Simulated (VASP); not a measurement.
H16SO10: single point with PBE+D3(BJ)

H16SO10:

```xyz
27
Lattice="6.7969 0.0000 0.0000 0.0000 6.7969 0.0000 0.0000 0.0000 6.7969" Properties=species:S:1:pos:R:3 pbc="T T T"
O     0.2163    1.6797    5.3851
O     0.7615    6.6568    1.1044
O     5.7986    4.3191    6.9613
O     2.6132    5.9355    4.8889
O     3.7541    3.3423    4.1092
O     1.9288    4.2101    1.2374
O     1.9770    1.8129    2.4650
O    -1.0621    6.2308    3.6554
O     5.1221    1.4427    8.0335
O     2.9815    0.7023    6.8893
H     0.5930    1.9156    6.2560
H    -0.5902    2.2264    5.3518
H     1.0216    7.4130    1.6445
H     1.4793    6.1965    0.7277
H     6.0955    3.6921    7.5677
H     6.4985    4.9623    7.3481
H     2.8587    5.6615    3.9806
H     2.9509    6.9020    5.0151
H     4.5626    3.7004    4.5371
H     3.1352    3.2704    4.8303
H     1.4966    4.9099    1.8143
H     2.5286    4.8089    0.7188
H     2.1172    2.7356    2.1244
H     2.4405    1.8932    3.2695
H    -0.6083    6.2687    2.8716
H    -0.6860    6.8673    4.3032
S     3.9223    0.5767    8.0218
```

```
Program                : VASP 6.6.1
Task                   : single point
Functional             : PBE
Dispersion             : D3(BJ)
Potentials or basis    : VASP PAW PBE potentials, release 64 (O, H, S)
Cutoff                 : 520 eV
k mesh                 : 1 × 1 × 1
Occupations            : fermi-dirac, width 0.02 eV
Spin                   : no spin polarisation
Dipole correction      : no
Further INCAR settings : LREAL = Auto; ALGO = Normal; EDIFF = 1e-07; NBANDS = 60
```

```
Pressure                   : 1.0 GPa
Largest force              : 4.528 eV/Å
Band gap on the k mesh     : 2.26 eV
Dispersion energy per atom : -0.039 eV
```

Forces on the atoms (eV/Å):
```
O   -0.058  0.222 -0.016
O   -3.185 -0.543  0.827
O    0.982  3.286 -0.470
O    0.478  1.864 -0.073
O    0.963 -0.154 -0.542
O    0.122  1.546  0.357
O   -0.628  0.366 -1.655
O   -2.454 -0.292  3.794
O   -1.501 -0.798 -0.090
O    1.463  0.228  0.507
H   -0.075 -0.349 -0.191
H    0.098  0.086 -0.009
H    0.751  0.530  0.360
H    1.531  0.166 -1.143
H    0.053 -3.417  1.871
H   -1.455  0.186 -1.585
H    0.238  0.135  0.419
H   -0.736 -2.381 -0.358
H   -0.276  0.146 -0.269
H   -0.724  0.126  0.939
H    0.130 -0.977 -0.187
H    0.087 -1.152  0.032
H   -0.225 -0.038 -0.595
H    1.039 -0.201  2.426
H    2.321  0.483 -3.330
H    0.262 -0.231 -0.412
S    0.799  1.165 -0.606
```

Stress tensor (GPa, compression positive):
```
 0.37 -1.84 -1.68
-1.84 -0.29 -1.27
-1.68 -1.27  2.77
```

Levels at points of the mesh, in eV from the valence-band top:
| k point | band 37 | band 38 | band 39 | band 40 | band 41 | band 42 | band 43 | band 44 | band 45 | band 46 |
| --- | --- | --- | --- | --- | --- | --- | --- | --- | --- | --- |
| (0.00, 0.00, 0.00) | -0.98 | -0.62 | -0.45 | -0.25 | 0.00 | 2.26 | 4.39 | 6.01 | 6.70 | 6.97 |

Run time: 50 s on 1 thread of Intel(R) Xeon(R) Platinum 8488C (Sapphire Rapids), on a shared host, peak memory 0.4 GiB.

Caveat: the k points lie up to 0.92 Å⁻¹ apart.
